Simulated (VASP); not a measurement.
# MoS2 (P-3m1) in VASP: a series of runs

Runs on MoS2. Level: r2SCAN. Tasks: single point.

Everything below comes from runs of VASP 6.6.1. Logs are shortened: lines on timing, memory, paths and dates and some standing lists are left out, and cuts for length are marked.

## Step 1: The cell of the first run

Symmetry: P-3m1, No. 164, trigonal system. The conventional cell has a = 3.227 Å, b = 3.227 Å, c = 6.312 Å, α = 90.00°, β = 90.00°, γ = 120.00°. Mo (site symmetry -3m) has 6 S at 2.42 Å and 6 Mo at 3.23 Å within 3.3 Å. S (site symmetry 3m) has 3 Mo at 2.42 Å and 6 S at 3.23 Å within 3.3 Å.

## Step 2: Single point, r2SCAN

File POSCAR:

```
MoS2
1.0
    3.2274600000      0.0000000000      0.0000000000
   -1.6137300000      2.7950623497      0.0000000000
    0.0000000000      0.0000000000      6.3124700000
Mo S
1 2
Direct
    0.0000000000      0.0000000000      0.5000000000
    0.3333333333      0.6666666667      0.2553200000
    0.6666666667      0.3333333333      0.7446800000
```

File INCAR.step1:

```
SYSTEM = MoS2
ALGO = Normal
EDIFF = 1E-5
ENCUT = 550
GGA = PE
GGA_COMPAT = .False.
ISMEAR = 1
ISYM = 0
LASPH = .True.
LCHARG = .False.
LREAL = .False.
LWAVE = .True.
NBANDS = 20
NELM = 120
PREC = Accurate
SIGMA = 0.25
```

File INCAR.step2:

```
SYSTEM = MoS2
ALGO = Normal
EDIFF = 1E-6
ENCUT = 550
GGA_COMPAT = .False.
ISIF = 2
ISMEAR = 1
ISTART = 1
ISYM = 0
LASPH = .True.
LCHARG = .True.
LELF = .True.
LMIXTAU = .True.
LREAL = .False.
LVHAR = .True.
LWAVE = .False.
METAGGA = R2SCAN
NBANDS = 20
NELM = 120
PREC = Accurate
SIGMA = 0.25
```

File KPOINTS:

```
Automatic mesh
0
Gamma
  6 6 3
  0.5 0.5 0.5
```

Potentials or basis: VASP PAW PBE potentials, release 64 (Mo_sv, S).

On the command line:

```console
$ cat potpaw_PBE.64/Mo_sv/POTCAR potpaw_PBE.64/S/POTCAR > POTCAR
$ cp INCAR.step1 INCAR
$ mpirun -np 1 vasp_std > vasp.out
$ cp INCAR.step2 INCAR
$ mpirun -np 1 vasp_std > vasp.out
```

OUTCAR:

```text
SYSTEM = MoS2
   EDIFF = 1E-6
   ENCUT = 550
   ISIF = 2
   ISMEAR = 1
   ISTART = 1
   ISYM = 0
   LASPH = .True.
   LREAL = .False.
   METAGGA = R2SCAN
   NELM = 120
   PREC = Accurate

 ion  position               nearest neighbor table
   1  0.000  0.000  0.500-   2 2.42   3 2.42   3 2.42   2 2.42   3 2.42   2 2.42
   2  0.333  0.667  0.255-   1 2.42   1 2.42   1 2.42
   3  0.667  0.333  0.745-   1 2.42   1 2.42   1 2.42

IMPORTANT INFORMATION: All symmetrisations will be switched off!
NOSYMM: (Re-)initialisation of all symmetry stuff for point group C_1.

----------------------------------------------------------------------------------------

                                     Primitive cell

  volume of cell :      56.9445

  direct lattice vectors                    reciprocal lattice vectors
     3.227460000  0.000000000  0.000000000     0.309841175  0.178886886  0.000000000
    -1.613730000  2.795062350  0.000000000     0.000000000  0.357773772  0.000000000
     0.000000000  0.000000000  6.312470000     0.000000000  0.000000000  0.158416594

  length of vectors
     3.227460000  3.227460000  6.312470000     0.357773772  0.357773772  0.158416594

  position of ions in fractional coordinates (direct lattice)
     0.000000000  0.000000000  0.500000000
     0.333333333  0.666666667  0.255320000
     0.666666667  0.333333333  0.744680000

  ion indices of the primitive-cell ions
   primitive index   ion index
                 1           1
                 2           2
                 3           3

----------------------------------------------------------------------------------------

 KPOINTS: Automatic mesh

Automatic generation of k-mesh.
 Grid dimensions read from file:
 generate k-points for:    6    6    3

 Generating k-lattice:

  Cartesian coordinates                     Fractional coordinates (reciprocal lattice)
     0.051640196  0.029814481  0.000000000     0.166666667  0.000000000  0.000000000
     0.000000000  0.059628962  0.000000000     0.000000000  0.166666667  0.000000000
     0.000000000  0.000000000  0.052805531     0.000000000  0.000000000  0.333333333

  Length of vectors
     0.059628962  0.059628962  0.052805531

  Shift w.r.t. Gamma in fractional coordinates (k-lattice)
     0.500000000  0.500000000  0.500000000

 Subroutine IBZKPT returns following result:
 ===========================================

 Found    162 irreducible k-points:

 Following reciprocal coordinates:
            Coordinates               Weight
  0.083333  0.083333  0.166667      2.000000
 -0.083333  0.166667  0.166667      2.000000
 -0.166667  0.083333  0.166667      2.000000
 -0.083333 -0.083333  0.166667      2.000000
  0.083333 -0.166667  0.166667      2.000000
  0.166667 -0.083333  0.166667      2.000000
[... 16 lines left out ...]
  0.083333  0.500000  0.166667      2.000000
  0.500000 -0.416667  0.166667      2.000000
 [... further k-points ...]
   k-points           NKPTS =    162   k-points in BZ     NKDIM =    162   number of bands    NBANDS=     20
   number of dos      NEDOS =    301   number of ions     NIONS =      3
   total plane-waves  NPLWV =  37632
   dimension x,y,z NGX =    28 NGY =   28 NGZ =   48
   dimension x,y,z NGXF=    56 NGYF=   56 NGZF=   96
   ions per type =               1   2
   NGX,Y,Z   is equivalent  to a cutoff of  14.42, 14.42, 12.64 a.u.
   NGXF,Y,Z  is equivalent  to a cutoff of  28.85, 28.85, 25.28 a.u.
 SYSTEM =  MoS2
   PREC   = accura    normal or accurate (medium, high low for compatibility)
   ISTART =      1    job   : 0-new  1-cont  2-samecut
   ICHARG =      0    charge: 1-file 2-atom 10-const
   ISPIN  =      1    spin polarized calculation?
   LNONCOLLINEAR =      F non collinear calculations
   LSORBIT =      F    spin-orbit coupling
   LASPH  =      T    aspherical Exc in radial PAW
   ENCUT  =  550.0 eV  40.42 Ry    6.36 a.u.   6.17  6.17 12.07*2*pi/ulx,y,z
   NELM   =    120;   NELMIN=  2; NELMDL=  0     # of ELM steps
   EDIFF  = 0.1E-05   stopping-criterion for ELM
   LREAL  =      F    real-space projection
   EDIFFG = 0.1E-04   stopping-criterion for IOM
   NSW    =      0    number of steps for IOM
   IBRION =     -1    ionic relax: 0-MD 1-quasi-New 2-CG
   NFREE  =      0    steps in history (QN), initial steepest desc. (CG)
   ISIF   =      2    stress and relaxation
   ISYM   =      0    0-nonsym 1-usesym 2-fastsym
   POTIM  = 0.5000    time-step for ionic-motion
   TEBEG  =    0.0;   TEEND  =   0.0 temperature during run
   PSTRESS=    0.0 pullay stress
   NELECT =      26.0000    total number of electrons
   NUPDOWN=      -1.0000    fix difference up-down
   EMIN   =  10.00;   EMAX   =-10.00  energy-range for DOS
   EFERMI =   0.00;   METHOD = LEGACY
   ISMEAR =     1;   SIGMA  =   0.25  broadening in eV -4-tet -1-fermi 0-gaus
   EFERMI_NEDOS =   21; number of points for ismear=-14 and -15
   IALGO  =     38    algorithm
   IMIX   =      4    mixing-type and parameters
     AMIX     =   0.40;   BMIX     =  1.00
     AMIX_MAG =   1.60;   BMIX_MAG =  1.00
  volume/ion in A,a.u.               =      18.98       128.09
  Fermi-wavevector in a.u.,A,eV,Ry     =   1.260614  2.382215 21.621659  1.589147
  Thomas-Fermi vector in A             =   2.394115
   LORBIT       =      0    0 simple, 1 ext, 2 COOP (PROOUT), +10 PAW based schemes
   METAGGA = R2SCAN    functional components
   LHFCALC =     F    Hartree Fock is set to
   AEXX    =    0.0000 exact exchange contribution
   IVDW    =     0    specifies the selected vdW correction
   LEPSILON=     F    determine dielectric tensor
   LRPA    =     F    only Hartree local field effects (RPA)
 non-spin polarized calculation
 Methfessel and Paxton  Order N= 1 SIGMA  =   0.25
  energy-cutoff  :      550.00
  volume of cell :       56.94
 maximum number of plane-waves:      1692
 NGX is ok and might be reduce to    28
   NGX = 13   NGY = 13   NGZ = 25

 number of electron      25.9999998 magnetization

 Free energy of the ion-electron system (eV)
  ---------------------------------------------------
  ext. energy  EPLUGINS =         0.00000000
  ---------------------------------------------------
  free energy    TOTEN  =       -44.13758807 eV

  energy without entropy =      -44.13476947  energy(sigma->0) =      -44.13664853

 E-fermi :   6.8758     XC(G=0): -11.0995

 val. band max:        6.8749323677   @ k =   0.2500   0.2500   0.5000
 cond. band min:       6.8914271091   @ k =  -0.3333  -0.4167   0.1667
 fundamental gap:      0.0164947413
 Fermi energy:         6.8758440883

 k-point     1 :       0.0833    0.0833    0.1667
  band No.  band energies     occupation
      1     -56.9527      2.00000
      2     -30.2968      2.00000
      3     -30.2492      2.00000
      4     -30.2458      2.00000
      5      -8.3717      2.00000
      6      -7.2216      2.00000
[... 12 lines left out ...]
     19      15.1137      0.00000
     20      16.3635      0.00000

 k-point     2 :      -0.0833    0.1667    0.1667
  band No.  band energies     occupation
      1     -56.9527      2.00000
      2     -30.2967      2.00000
      3     -30.2492      2.00000
      4     -30.2458      2.00000
      5      -8.3717      2.00000
      6      -7.2216      2.00000
[... 12 lines left out ...]
     19      15.1137      0.00000
     20      16.3635      0.00000

 k-point     3 :      -0.1667    0.0833    0.1667
  band No.  band energies     occupation
      1     -56.9527      2.00000
      2     -30.2967      2.00000
      3     -30.2492      2.00000
      4     -30.2458      2.00000
      5      -8.3717      2.00000
      6      -7.2216      2.00000
[... 12 lines left out ...]
     19      15.1137      0.00000
     20      16.3635      0.00000

 k-point     4 :      -0.0833   -0.0833    0.1667
  band No.  band energies     occupation
      1     -56.9527      2.00000
      2     -30.2968      2.00000
      3     -30.2492      2.00000
      4     -30.2458      2.00000
      5      -8.3717      2.00000
      6      -7.2216      2.00000
[... 12 lines left out ...]
     19      15.1137      0.00000
     20      16.3635      0.00000

 k-point     5 :       0.0833   -0.1667    0.1667
  band No.  band energies     occupation
      1     -56.9527      2.00000
      2     -30.2967      2.00000
      3     -30.2492      2.00000
      4     -30.2458      2.00000
      5      -8.3717      2.00000
      6      -7.2216      2.00000
[... 12 lines left out ...]
     19      15.1137      0.00000
     20      16.3635      0.00000

 k-point     6 :       0.1667   -0.0833    0.1667
  band No.  band energies     occupation
      1     -56.9527      2.00000
      2     -30.2967      2.00000
      3     -30.2492      2.00000
      4     -30.2458      2.00000
      5      -8.3717      2.00000
      6      -7.2216      2.00000
[... 12 lines left out ...]
     19      15.1137      0.00000
     20      16.3635      0.00000

 k-point     7 :       0.2500    0.0833    0.1667
  band No.  band energies     occupation
      1     -56.9366      2.00000
      2     -30.4513      2.00000
      3     -30.2916      2.00000
      4     -30.2141      2.00000
      5      -7.5450      2.00000
      6      -6.9656      2.00000
[... 12 lines left out ...]
     19      14.7539      0.00000
     20      16.0635      0.00000
[... 277 lines left out ...]
 k-point    20 :      -0.0833    0.5000    0.1667
  band No.  band energies     occupation
      1     -56.9248      2.00000
      2     -30.5620      2.00000
      3     -30.3239      2.00000
      4     -30.1894      2.00000
      5      -7.0645      2.00000
      6      -6.4597      2.00000
[... 12 lines left out ...]
     19      14.1187      0.00000
     20      15.4581      0.00000

 k-point    21 :       0.5000    0.4167    0.1667
  band No.  band energies     occupation
      1     -56.9248      2.00000
      2     -30.5620      2.00000
      3     -30.3239      2.00000
      4     -30.1894      2.00000
      5      -7.0959      2.00000
      6      -6.4161      2.00000
[... 12 lines left out ...]
     19      14.0729      0.00000
     20      15.6000      0.00000

 k-point    22 :      -0.4167   -0.0833    0.1667
  band No.  band energies     occupation
      1     -56.9248      2.00000
      2     -30.5620      2.00000
      3     -30.3239      2.00000
      4     -30.1894      2.00000
      5      -7.0645      2.00000
      6      -6.4597      2.00000
[... 12 lines left out ...]
     19      14.1187      0.00000
     20      15.4581      0.00000

 k-point    23 :       0.0833    0.5000    0.1667
  band No.  band energies     occupation
      1     -56.9248      2.00000
      2     -30.5620      2.00000
      3     -30.3239      2.00000
      4     -30.1894      2.00000
      5      -7.0959      2.00000
      6      -6.4161      2.00000
[... 12 lines left out ...]
     19      14.0729      0.00000
     20      15.6000      0.00000

 k-point    24 :       0.5000   -0.4167    0.1667
  band No.  band energies     occupation
      1     -56.9248      2.00000
      2     -30.5620      2.00000
      3     -30.3239      2.00000
      4     -30.1894      2.00000
      5      -7.0645      2.00000
      6      -6.4597      2.00000
[... 12 lines left out ...]
     19      14.1187      0.00000
     20      15.4581      0.00000

 [... further k-points ...]

------------------------ aborting loop because EDIFF is reached ----------------------------------------

  FORCE on cell =-STRESS in cart. coord.  units (eV):
  Direction    XX          YY          ZZ          XY          YZ          ZX
  --------------------------------------------------------------------------------------
  -------------------------------------------------------------------------------------
  Total        0.0647479      0.0647396      0.0073243     -0.0000075      0.0000005     -0.0000007
  in kB        1.8217337      1.8214987      0.2060755     -0.0002105      0.0000130     -0.0000187
  external PRESSURE =       1.2831026 kB  Pullay stress =       0.0000000 kB

 VOLUME and BASIS-vectors are now :
 -----------------------------------------------------------------------------
  energy-cutoff  :      550.00
  volume of cell :       56.94
      direct lattice vectors                 reciprocal lattice vectors
     3.227460000  0.000000000  0.000000000     0.309841175  0.178886886  0.000000000
    -1.613730000  2.795062350  0.000000000     0.000000000  0.357773772  0.000000000
     0.000000000  0.000000000  6.312470000     0.000000000  0.000000000  0.158416594

 POSITION                                       TOTAL-FORCE (eV/Angst)
 -----------------------------------------------------------------------------------
      0.00000      0.00000      3.15624        -0.000000     -0.000000     -0.000000
     -0.00000      1.86337      1.61170         0.000000      0.000000     -0.051825
      1.61373      0.93169      4.70077        -0.000000      0.000000      0.051826
 -----------------------------------------------------------------------------------
    total drift:                                0.000000      0.000000      0.000000

  FREE ENERGIE OF THE ION-ELECTRON SYSTEM (eV)
  ---------------------------------------------------
  free  energy   TOTEN  =       -44.1375880653 eV

  energy  without entropy=      -44.1347694660  energy(sigma->0) =      -44.13664853
```

Run time: 11 min. Hardware: 1 thread of Intel Xeon Platinum 8259CL at 2.50GHz (Skylake/Cascade Lake), shared host; peak memory 0.33 GiB.

What came out:

| Property | Result |
| --- | --- |
| Free energy | -44.1376 eV |
| Pressure | 0.1 GPa |
| Largest force | 0.052 eV/Å |
| Band gap on the k mesh | zero (bands 13 and 14 overlap by 0.19 eV) |

Forces on the atoms (eV/Å):
```
Mo   0.000  0.000  0.000
S    0.000  0.000 -0.052
S    0.000  0.000  0.052
```

Caveat: the k points lie up to 0.37 Å⁻¹ apart; the PAW data sets were made with another functional, which shifts forces and pressure a little.

(Part 1 of 2 ends here.)

The gap in the log of VASP goes by the Fermi energy; the results here count the filled bands.